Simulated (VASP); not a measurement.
# Na (Fd-3m) in VASP: notebook, part 2 of 2

VASP 6.6.1. The steps go on from the part before.

## (3) Single point, PBE (volume scaled by 0.45)

Contents of INCAR:

```
PREC = Accurate
ENCUT = 520
EDIFF = 1E-6
ISMEAR = -1
SIGMA = 0.05
LREAL = False
LASPH = True
NELM = 80
ALGO = Normal
ISIF = 2
LWAVE = False
LCHARG = False
GGA = PE
NBANDS = 14
```

Contents of KPOINTS:

```
regular mesh
0
Gamma
  9 9 9
```

Contents of POSCAR:

```
Na
1.0
    0.0000000000      2.8989647054      2.8989647054
    2.8989647054      0.0000000000      2.8989647054
    2.8989647054      2.8989647054      0.0000000000
Na
2
Direct
   -0.1250000000     -0.1250000000     -0.1250000000
    0.1250000000      0.1250000000      0.1250000000
```

Potentials or basis: VASP PAW PBE potentials, release 64 (Na_pv).

Command:

```sh
cat potpaw_PBE.64/Na_pv/POTCAR > POTCAR
mpirun -np 1 vasp_std > vasp.out
```

OUTCAR:

```text
PREC = Accurate
   ENCUT = 520
   EDIFF = 1E-6
   ISMEAR = -1
   LREAL = False
   LASPH = True
   NELM = 80
   ISIF = 2
   GGA = PE

 ion  position               nearest neighbor table
   1  0.875  0.875  0.875-   2 2.51   2 2.51   2 2.51   2 2.51
   2  0.125  0.125  0.125-   1 2.51   1 2.51   1 2.51   1 2.51

  LATTYP: Found a face centered cubic cell.
 ALAT       =     5.7979294108

  Lattice vectors:

 A1 = (   0.0000000000,   2.8989647054,   2.8989647054)
 A2 = (   2.8989647054,   0.0000000000,   2.8989647054)
 A3 = (   2.8989647054,   2.8989647054,   0.0000000000)

Analysis of symmetry for initial positions (statically):
=====================================================================
 Subroutine PRICEL returns:
 Original cell was already a primitive cell.

 Routine SETGRP: Setting up the symmetry group for a
 face centered cubic supercell.

 Subroutine GETGRP returns: Found 48 space group operations
 (whereof 12 operations were pure point group operations)
 out of a pool of 48 trial point group operations.

The static configuration has the point symmetry D_3d.
 The point group associated with its full space group is O_h .

Analysis of symmetry for dynamics (positions and initial velocities):
=====================================================================
 Subroutine PRICEL returns:
 Original cell was already a primitive cell.

 Routine SETGRP: Setting up the symmetry group for a
 face centered cubic supercell.

 Subroutine GETGRP returns: Found 48 space group operations
 (whereof 12 operations were pure point group operations)
 out of a pool of 48 trial point group operations.

The dynamic configuration has the point symmetry D_3d.
 The point group associated with its full space group is O_h .

 Subroutine INISYM returns: Found 48 space group operations
 (whereof 12 operations are pure point group operations),
 and found     1 'primitive' translations

[... 116 lines left out ...]
  Fermi-wavevector in a.u.,A,eV,Ry     =   1.080267  2.041409 15.877693  1.166978
  Thomas-Fermi vector in A             =   2.216254
   LORBIT       =      0    0 simple, 1 ext, 2 COOP (PROOUT), +10 PAW based schemes
   GGA     = PE    functional components
   LHFCALC =     F    Hartree Fock is set to
   AEXX    =    0.0000 exact exchange contribution
   IVDW    =     0    specifies the selected vdW correction
   LEPSILON=     F    determine dielectric tensor
   LRPA    =     F    only Hartree local field effects (RPA)
 non-spin polarized calculation
  energy-cutoff  :      520.00
  volume of cell :       48.73
 maximum number of plane-waves:      1363
   NGX = 15   NGY = 15   NGZ = 15

 number of electron      14.0000024 magnetization

 Free energy of the ion-electron system (eV)
  ---------------------------------------------------
  ext. energy  EPLUGINS =         0.00000000
  ---------------------------------------------------
  free energy    TOTEN  =        -0.98730234 eV

  energy without entropy =       -0.98227384  energy(sigma->0) =       -0.98478809

 E-fermi :   2.0686     XC(G=0):  -7.6986

 val. band max:        2.0146944964   @ k =  -0.4444   0.2222   0.0000
 cond. band min:       2.0858234841   @ k =  -0.3333   0.4444   0.2222
 fundamental gap:      0.0711289877
 Fermi energy:         2.0686147028

 k-point     1 :       0.0000    0.0000    0.0000
  band No.  band energies     occupation
      1     -24.0393      2.00000
      2     -24.0393      2.00000
      3     -24.0393      2.00000
      4     -23.7573      2.00000
      5     -23.7573      2.00000
      6     -23.7573      2.00000
      7      -2.2818      2.00000
      8       9.6780      0.00000
      9       9.6780      0.00000
     10       9.6780      0.00000
     11       9.8055      0.00000
     12       9.8055      0.00000
     13       9.8055      0.00000
     14      12.3089      0.00000
[... 377 lines left out ...]
      1     -24.1210      2.00000
      2     -24.1210      2.00000
      3     -23.9344      2.00000
      4     -23.8867      2.00000
      5     -23.6825      2.00000
      6     -23.6825      2.00000
      7       1.2778      2.00000
      8       3.1329      0.00000
      9       6.1355      0.00000
     10       6.1356      0.00000
     11       6.9068      0.00000
     12       6.9367      0.00000
     13      15.7994      0.00000
     14      16.9345      0.00000

 [... further k-points ...]
[... 5 lines left out ...]
  --------------------------------------------------------------------------------------
  -------------------------------------------------------------------------------------
  Total        2.8974599      2.8974599      2.8974599     -0.0000000      0.0000000      0.0000000
  in kB       95.2728669     95.2728669     95.2728669     -0.0000000      0.0000000      0.0000000
  external PRESSURE =      95.2728669 kB  Pullay stress =       0.0000000 kB

 VOLUME and BASIS-vectors are now :
 -----------------------------------------------------------------------------
  energy-cutoff  :      520.00
  volume of cell :       48.73
      direct lattice vectors                 reciprocal lattice vectors
     0.000000000  2.898964705  2.898964705    -0.172475366  0.172475366  0.172475366
     2.898964705  0.000000000  2.898964705     0.172475366 -0.172475366  0.172475366
     2.898964705  2.898964705  0.000000000     0.172475366  0.172475366 -0.172475366

 POSITION                                       TOTAL-FORCE (eV/Angst)
 -----------------------------------------------------------------------------------
      5.07319      5.07319      5.07319         0.000000      0.000000      0.000000
      0.72474      0.72474      0.72474        -0.000000     -0.000000     -0.000000
 -----------------------------------------------------------------------------------
    total drift:                               -0.000000      0.000000      0.000000

  FREE ENERGIE OF THE ION-ELECTRON SYSTEM (eV)
  ---------------------------------------------------
  free  energy   TOTEN  =        -0.9873023447 eV

  energy  without entropy=       -0.9822738372  energy(sigma->0) =       -0.98478809
```

Wall time 13 s (1 thread of Intel Xeon Platinum 8488C (Sapphire Rapids), shared host); peak memory 0.16 GiB.

Results:

| Quantity | Value |
| --- | --- |
| Free energy | -0.9873 eV |
| Pressure | 9.5 GPa |
| Band gap on the k mesh | zero (band 7 reaches 2.55 eV, above the bottom of band 8 at 1.58 eV) |

Levels at points of the mesh, in eV from the Fermi level:
```csv
k point,band 4,band 5,band 6,band 7,band 8,band 9,band 10,band 11
"(0.00, 0.00, 0.00)",-25.83,-25.83,-25.83,-4.35,7.61,7.61,7.61,7.74
```
